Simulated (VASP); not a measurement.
# InO in VASP: a series of runs

Runs on InO. Level: PBEsol+D3(BJ). Tasks: single point.

Program: VASP 6.6.1. These are calculated values, not measurements. Logs are shortened: lines on timing, memory, paths and dates and some standing lists are left out, and cuts for length are marked.

## Step 1: The cell of the first run

The cell holds a slab with vacuum, 4 atoms: a = 3.470 Å, b = 3.470 Å, c = 14.931 Å, α = 90.00°, β = 90.00°, γ = 120.00°.

## Step 2: Single point, PBEsol+D3(BJ)

File INCAR:

```
SYSTEM = InO
ALGO     = Normal         ! electronic algorithm
EDIFF    = 1E-6           ! SCF threshold, eV
ENCUT    = 520            ! plane-wave cutoff, eV
GGA      = PS             ! functional
ISIF     = 2              ! what is computed and relaxed
ISMEAR   = 0              ! smearing method
IVDW     = 12             ! dispersion correction
LASPH    = .TRUE.         ! aspherical terms in the spheres
LCHARG   = .TRUE.         ! write CHGCAR
LELF     = .TRUE.         ! ELF
LREAL    = .FALSE.        ! projectors in reciprocal space
LVHAR    = .TRUE.       
LWAVE    = .FALSE.        ! write WAVECAR
NBANDS   = 27             ! bands
NELM     = 100            ! most SCF steps
PREC     = Accurate       ! precision mode
SIGMA    = 0.05           ! smearing width, eV
```

File KPOINTS:

```
k-points
0
G
  12 12 4
  0 0 0
```

File POSCAR:

```
InO
1.0
    3.4702818155      0.0000000000      0.0000000000
   -1.7351409078      3.0053522105      0.0000000000
    0.0000000000      0.0000000000     14.9305952815
In O
2 2
Direct
    0.6666666667      0.3333333333      0.5886730781
    0.6666666667      0.3333333333      0.4113269219
    0.0000000000      0.0000000000      0.6398171659
    0.0000000000      0.0000000000      0.3601828341
```

Potentials or basis: VASP PAW PBE potentials, release 64 (In_d, O).

On the command line:

```
$ cat potpaw_PBE.64/In_d/POTCAR potpaw_PBE.64/O/POTCAR > POTCAR
$ mpirun -np 1 vasp_std > vasp.out
```

OUTCAR:

```text
SYSTEM = InO
   EDIFF = 1E-6
   ENCUT = 520
   GGA = PS
   ISIF = 2
   ISMEAR = 0
   IVDW = 12
   LASPH = .TRUE.
   LREAL = .FALSE.
   NELM = 100
   PREC = Accurate
 IVDW          = 12

 ion  position               nearest neighbor table
   1  0.667  0.333  0.589-   3 2.14   3 2.14   3 2.14   2 2.65
   2  0.667  0.333  0.411-   4 2.14   4 2.14   4 2.14   1 2.65
   3  0.000  0.000  0.640-   1 2.14   1 2.14   1 2.14
   4  0.000  0.000  0.360-   2 2.14   2 2.14   2 2.14

  LATTYP: Found a hexagonal cell.
 ALAT       =     3.4702818155
 C/A-ratio  =     4.3024157908

  Lattice vectors:

 A1 = (   3.4702818155,   0.0000000000,   0.0000000000)
 A2 = (  -1.7351409078,   3.0053522105,   0.0000000000)
 A3 = (   0.0000000000,   0.0000000000,  14.9305952815)

Analysis of symmetry for initial positions (statically):
=====================================================================
 Subroutine PRICEL returns:
 Original cell was already a primitive cell.

 Routine SETGRP: Setting up the symmetry group for a
 hexagonal supercell.

 Subroutine GETGRP returns: Found 12 space group operations
 (whereof 12 operations were pure point group operations)
 out of a pool of 24 trial point group operations.

The static configuration has the point symmetry D_3h.

Analysis of symmetry for dynamics (positions and initial velocities):
=====================================================================
 Subroutine PRICEL returns:
 Original cell was already a primitive cell.

 Routine SETGRP: Setting up the symmetry group for a
 hexagonal supercell.

 Subroutine GETGRP returns: Found 12 space group operations
 (whereof 12 operations were pure point group operations)
 out of a pool of 24 trial point group operations.

The dynamic configuration has the point symmetry D_3h.

 Subroutine INISYM returns: Found 12 space group operations
 (whereof 12 operations are pure point group operations),
 and found     1 'primitive' translations

----------------------------------------------------------------------------------------

                                     Primitive cell

  volume of cell :     155.7174

  direct lattice vectors                    reciprocal lattice vectors
     3.470281815  0.000000000  0.000000000     0.288161035  0.166369851  0.000000000
    -1.735140908  3.005352210  0.000000000     0.000000000  0.332739702  0.000000000
     0.000000000  0.000000000 14.930595282     0.000000000  0.000000000  0.066976566

  length of vectors
     3.470281815  3.470281816 14.930595282     0.332739702  0.332739702  0.066976566

  position of ions in fractional coordinates (direct lattice)
     0.666666667  0.333333333  0.588673078
     0.666666667  0.333333333  0.411326922
     0.000000000  0.000000000  0.639817166
     0.000000000  0.000000000  0.360182834

  ion indices of the primitive-cell ions
   primitive index   ion index
                 1           1
                 2           2
                 3           3
                 4           4

----------------------------------------------------------------------------------------

 KPOINTS: k-points

Automatic generation of k-mesh.
 Grid dimensions read from file:
 generate k-points for:   12   12    4

 Generating k-lattice:

  Cartesian coordinates                     Fractional coordinates (reciprocal lattice)
     0.024013420  0.013864154  0.000000000     0.083333333  0.000000000  0.000000000
     0.000000000  0.027728309  0.000000000     0.000000000  0.083333333  0.000000000
     0.000000000  0.000000000  0.016744141     0.000000000  0.000000000  0.250000000

  Length of vectors
     0.027728309  0.027728309  0.016744141

  Shift w.r.t. Gamma in fractional coordinates (k-lattice)
     0.000000000  0.000000000  0.000000000

 Subroutine IBZKPT returns following result:
 ===========================================

 Found     57 irreducible k-points:

 Following reciprocal coordinates:
            Coordinates               Weight
  0.000000  0.000000  0.000000      1.000000
  0.083333  0.000000  0.000000      6.000000
  0.166667  0.000000  0.000000      6.000000
  0.250000  0.000000  0.000000      6.000000
  0.333333  0.000000  0.000000      6.000000
  0.416667  0.000000  0.000000      6.000000
[... 16 lines left out ...]
  0.250000  0.000000  0.250000     12.000000
  0.333333  0.000000  0.250000     12.000000
 [... further k-points ...]
   k-points           NKPTS =     57   k-points in BZ     NKDIM =     57   number of bands    NBANDS=     27
   number of dos      NEDOS =    301   number of ions     NIONS =      4
   total plane-waves  NPLWV =  87808
   dimension x,y,z NGX =    28 NGY =   28 NGZ =  112
   dimension x,y,z NGXF=    56 NGYF=   56 NGZF=  224
   ions per type =               2   2
   NGX,Y,Z   is equivalent  to a cutoff of  13.41, 13.41, 12.47 a.u.
   NGXF,Y,Z  is equivalent  to a cutoff of  26.83, 26.83, 24.94 a.u.
 SYSTEM =  InO
   PREC   = accura    normal or accurate (medium, high low for compatibility)
   ISTART =      0    job   : 0-new  1-cont  2-samecut
   ICHARG =      2    charge: 1-file 2-atom 10-const
   ISPIN  =      1    spin polarized calculation?
   LNONCOLLINEAR =      F non collinear calculations
   LSORBIT =      F    spin-orbit coupling
   LASPH  =      T    aspherical Exc in radial PAW
   ENCUT  =  520.0 eV  38.22 Ry    6.18 a.u.   6.45  6.45 27.76*2*pi/ulx,y,z
   NELM   =    100;   NELMIN=  2; NELMDL= -5     # of ELM steps
   EDIFF  = 0.1E-05   stopping-criterion for ELM
   LREAL  =      F    real-space projection
[... 7 lines left out ...]
   TEBEG  =    0.0;   TEEND  =   0.0 temperature during run
   PSTRESS=    0.0 pullay stress
   NELECT =      38.0000    total number of electrons
   NUPDOWN=      -1.0000    fix difference up-down
   EMIN   =  10.00;   EMAX   =-10.00  energy-range for DOS
   EFERMI =   0.00;   METHOD = LEGACY
   ISMEAR =     0;   SIGMA  =   0.05  broadening in eV -4-tet -1-fermi 0-gaus
   EFERMI_NEDOS =   21; number of points for ismear=-14 and -15
   IALGO  =     38    algorithm
   IMIX   =      4    mixing-type and parameters
     AMIX     =   0.40;   BMIX     =  1.00
     AMIX_MAG =   1.60;   BMIX_MAG =  1.00
  volume/ion in A,a.u.               =      38.93       262.71
  Fermi-wavevector in a.u.,A,eV,Ry     =   1.023035  1.933255 14.239852  1.046600
  Thomas-Fermi vector in A             =   2.156746
   LORBIT       =      0    0 simple, 1 ext, 2 COOP (PROOUT), +10 PAW based schemes
   GGA     = PS    functional components
   LHFCALC =     F    Hartree Fock is set to
   AEXX    =    0.0000 exact exchange contribution
   IVDW    =    12    specifies the selected vdW correction
   LEPSILON=     F    determine dielectric tensor
   LRPA    =     F    only Hartree local field effects (RPA)
 non-spin polarized calculation
 Gauss-broadening in eV      SIGMA  =   0.05
  energy-cutoff  :      520.00
  volume of cell :      155.72
 maximum number of plane-waves:      4238
 NGX is ok and might be reduce to    28

 number of electron      38.0000010 magnetization

 Free energy of the ion-electron system (eV)
  ---------------------------------------------------
  ext. energy  EPLUGINS =         0.00000000
  ---------------------------------------------------
  free energy    TOTEN  =       -20.69708585 eV

  energy without entropy =      -20.69708585  energy(sigma->0) =      -20.69708585

 E-fermi :  -1.4241     XC(G=0):  -5.1221

 val. band max:       -1.6416116994   @ k =   0.2500   0.1667   0.2500
 cond. band min:      -1.0276139025   @ k =   0.0000   0.0000   0.5000
 fundamental gap:      0.6139977969
 Fermi energy:        -1.4241108325

 k-point     1 :       0.0000    0.0000    0.0000
  band No.  band energies     occupation
      1     -19.0321      2.00000
      2     -18.9958      2.00000
      3     -15.1285      2.00000
      4     -14.9977      2.00000
      5     -14.9977      2.00000
      6     -14.9052      2.00000
[... 19 lines left out ...]
     26       7.4308      0.00000
     27       7.4308      0.00000

 k-point     2 :       0.0833    0.0000    0.0000
  band No.  band energies     occupation
      1     -19.0210      2.00000
      2     -18.9865      2.00000
      3     -15.1605      2.00000
      4     -14.9845      2.00000
      5     -14.9308      2.00000
      6     -14.8866      2.00000
[... 19 lines left out ...]
     26       7.3326      0.00000
     27       7.4174      0.00000

 k-point     3 :       0.1667    0.0000    0.0000
  band No.  band energies     occupation
      1     -18.9929      2.00000
      2     -18.9629      2.00000
      3     -15.1928      2.00000
      4     -14.9555      2.00000
      5     -14.8400      2.00000
      6     -14.8360      2.00000
[... 19 lines left out ...]
     26       7.4309      0.00000
     27       7.4955      0.00000

 k-point     4 :       0.2500    0.0000    0.0000
  band No.  band energies     occupation
      1     -18.9598      2.00000
      2     -18.9347      2.00000
      3     -15.2010      2.00000
      4     -14.9348      2.00000
      5     -14.8730      2.00000
      6     -14.7678      2.00000
[... 19 lines left out ...]
     26       6.8614      0.00000
     27       7.8856      0.00000

 k-point     5 :       0.3333    0.0000    0.0000
  band No.  band energies     occupation
      1     -18.9327      2.00000
      2     -18.9113      2.00000
      3     -15.1941      2.00000
      4     -14.9301      2.00000
      5     -14.9082      2.00000
      6     -14.7037      2.00000
[... 19 lines left out ...]
     26       6.6658      0.00000
     27       8.0024      0.00000

 k-point     6 :       0.4167    0.0000    0.0000
  band No.  band energies     occupation
      1     -18.9168      2.00000
      2     -18.8971      2.00000
      3     -15.1852      2.00000
      4     -14.9323      2.00000
      5     -14.9322      2.00000
      6     -14.6926      2.00000
[... 444 lines left out ...]
      1     -19.0211      2.00000
      2     -18.9865      2.00000
      3     -15.1605      2.00000
      4     -14.9845      2.00000
      5     -14.9308      2.00000
      6     -14.8866      2.00000
[... 19 lines left out ...]
     26       7.3326      0.00000
     27       8.0005      0.00000

 k-point    22 :       0.1667    0.0000    0.2500
  band No.  band energies     occupation
      1     -18.9929      2.00000
      2     -18.9629      2.00000
      3     -15.1928      2.00000
      4     -14.9555      2.00000
      5     -14.8400      2.00000
      6     -14.8360      2.00000
[... 19 lines left out ...]
     26       7.1057      0.00000
     27       7.7781      0.00000

 k-point    23 :       0.2500    0.0000    0.2500
  band No.  band energies     occupation
      1     -18.9598      2.00000
      2     -18.9347      2.00000
      3     -15.2010      2.00000
      4     -14.9348      2.00000
      5     -14.8730      2.00000
      6     -14.7678      2.00000
[... 19 lines left out ...]
     26       6.8614      0.00000
     27       7.4847      0.00000

 k-point    24 :       0.3333    0.0000    0.2500
  band No.  band energies     occupation
      1     -18.9327      2.00000
      2     -18.9113      2.00000
      3     -15.1941      2.00000
      4     -14.9301      2.00000
      5     -14.9082      2.00000
      6     -14.7037      2.00000
[... 19 lines left out ...]
     26       6.8037      0.00000
     27       7.8718      0.00000

 [... further k-points ...]

------------------------ aborting loop because EDIFF is reached ----------------------------------------

 Edisp (eV)   -0.50027

 E8    (eV) :    -0.3462

  FORCE on cell =-STRESS in cart. coord.  units (eV):
  Direction    XX          YY          ZZ          XY          YZ          ZX
  --------------------------------------------------------------------------------------
  -------------------------------------------------------------------------------------
  Total      -2.70742    -2.70742     2.45826     0.00000     0.00000    -0.00000
  in kB     -27.85668   -27.85668    25.29310     0.00000     0.00000    -0.00000
  external pressure =      -10.14 kB  Pullay stress =        0.00 kB

 VOLUME and BASIS-vectors are now :
 -----------------------------------------------------------------------------
  energy-cutoff  :      520.00
  volume of cell :      155.72
      direct lattice vectors                 reciprocal lattice vectors
     3.470281815  0.000000000  0.000000000     0.288161035  0.166369851  0.000000000
    -1.735140908  3.005352210  0.000000000     0.000000000  0.332739702  0.000000000
     0.000000000  0.000000000 14.930595282     0.000000000  0.000000000  0.066976566

 POSITION                                       TOTAL-FORCE (eV/Angst)
 -----------------------------------------------------------------------------------
      1.73514      1.00178      8.78924        -0.000000     -0.000000      1.090088
      1.73514      1.00178      6.14136         0.000000      0.000000     -1.090088
      0.00000      0.00000      9.55285         0.000000      0.000000     -0.078690
      0.00000      0.00000      5.37774        -0.000000      0.000000      0.078690
 -----------------------------------------------------------------------------------
    total drift:                               -0.000000      0.000000      0.000000

  FREE ENERGIE OF THE ION-ELECTRON SYSTEM (eV)
  ---------------------------------------------------
  free  energy   TOTEN  =       -21.1973565412 eV

  energy  without entropy=      -21.1973565411  energy(sigma->0) =      -21.19735654
```

It took 2.8 min on 1 thread of AMD EPYC 9R45 (Zen 5), shared host; peak memory 0.37 GiB.

Results:

```yaml
Free_energy: -21.1974 eV
Largest_force: 1.090 eV/Å
Band_gap_on_the_k_mesh: 0.61 eV (least direct gap 1.13 eV)
Dispersion_energy_per_atom: -0.125 eV
```

Forces on the atoms (eV/Å):
```
In   0.000  0.000  1.090
In   0.000  0.000 -1.090
O    0.000  0.000 -0.079
O    0.000  0.000  0.079
```

Levels at points of the mesh, in eV from the valence-band top:
```tsv
k point	band 15	band 16	band 17	band 18	band 19	band 20	band 21	band 22	band 23	band 24
(0.00, 0.00, 0.00)	-1.55	-1.55	-1.50	-1.50	-0.52	0.61	3.57	6.40	6.64	8.75
(0.50, 0.00, 0.00)	-2.52	-2.50	-2.33	-1.66	-0.17	2.40	4.54	6.01	6.98	8.14
(0.00, 0.00, 0.50)	-1.55	-1.55	-1.50	-1.50	-0.52	0.61	3.58	6.22	7.02	7.99
(0.50, 0.00, 0.50)	-2.52	-2.50	-2.33	-1.66	-0.17	2.40	4.54	6.01	6.98	8.14
```

Caveat: there is no dipole correction, which matters where the two faces differ; the PAW data sets were made with another functional, which shifts forces and pressure a little; spin-orbit coupling is left out, which moves the levels of the heavy elements.

## Step 3: Single point, PBEsol+D3(BJ)

This run uses another cell than the first one, of the same volume but with other edges.

File INCAR:

```
SYSTEM = InO
  PREC = Accurate
  ENCUT = 520
  EDIFF = 1E-6
  ISMEAR = 0
  SIGMA = 0.05
  LREAL = .FALSE.
  LASPH = .TRUE.
  NELM = 80
  ALGO = Normal
  ISIF = 2
  LWAVE = .FALSE.
  LCHARG = .TRUE.
  GGA = PS
  IVDW = 12
  LELF = .TRUE.
  LVHAR = .TRUE.
  NBANDS = 27
```

File KPOINTS:

```
regular mesh
0
G
  12 12 4
  0 0 0
```

File POSCAR:

```
InO
1.0
    3.2696138064      0.0000000000      0.0000000000
   -1.6348069032      2.8315686169      0.0000000000
    0.0000000000      0.0000000000     16.8195237799
In O
2 2
Direct
    0.6666666667      0.3333333333      0.5886730781
    0.6666666667      0.3333333333      0.4113269219
    0.0000000000      0.0000000000      0.6398171659
    0.0000000000      0.0000000000      0.3601828341
```

Potentials or basis: VASP PAW PBE potentials, release 64 (In_d, O).

On the command line:

```
$ cat potpaw_PBE.64/In_d/POTCAR potpaw_PBE.64/O/POTCAR > POTCAR
$ mpirun -np 1 vasp_std > vasp.out
```

Run time: 2.6 min. Hardware: 1 thread of AMD EPYC 9R45 (Zen 5), shared host; peak memory 0.35 GiB.

The run converged. Its results:

```yaml
Free_energy: -21.1404 eV
Largest_force: 0.981 eV/Å
Band_gap_on_the_k_mesh: 0.11 eV (least direct gap 1.39 eV)
Dispersion_energy_per_atom: -0.136 eV
```

Forces in eV/Å, atoms in the order of the input:
```
In   0.000  0.000 -0.981
In   0.000  0.000  0.981
O    0.000  0.000  0.231
O    0.000  0.000 -0.231
```

Levels at points of the mesh, in eV from the valence-band top:
```csv
k point,band 15,band 16,band 17,band 18,band 19,band 20,band 21,band 22,band 23,band 24
"(0.00, 0.00, 0.00)",-2.02,-2.02,-2.00,-2.00,-1.28,0.11,3.15,6.02,6.15,7.38
"(0.50, 0.00, 0.00)",-3.24,-3.01,-2.93,-2.74,-0.52,1.98,4.09,4.66,7.41,8.77
"(0.00, 0.00, 0.50)",-2.02,-2.02,-2.00,-2.00,-1.28,0.11,3.15,5.87,6.55,6.86
"(0.50, 0.00, 0.50)",-3.24,-3.01,-2.93,-2.74,-0.52,1.98,4.09,4.66,7.41,8.77
```

Caveat: there is no dipole correction, which matters where the two faces differ; the PAW data sets were made with another functional, which shifts forces and pressure a little; spin-orbit coupling is left out, which moves the levels of the heavy elements.
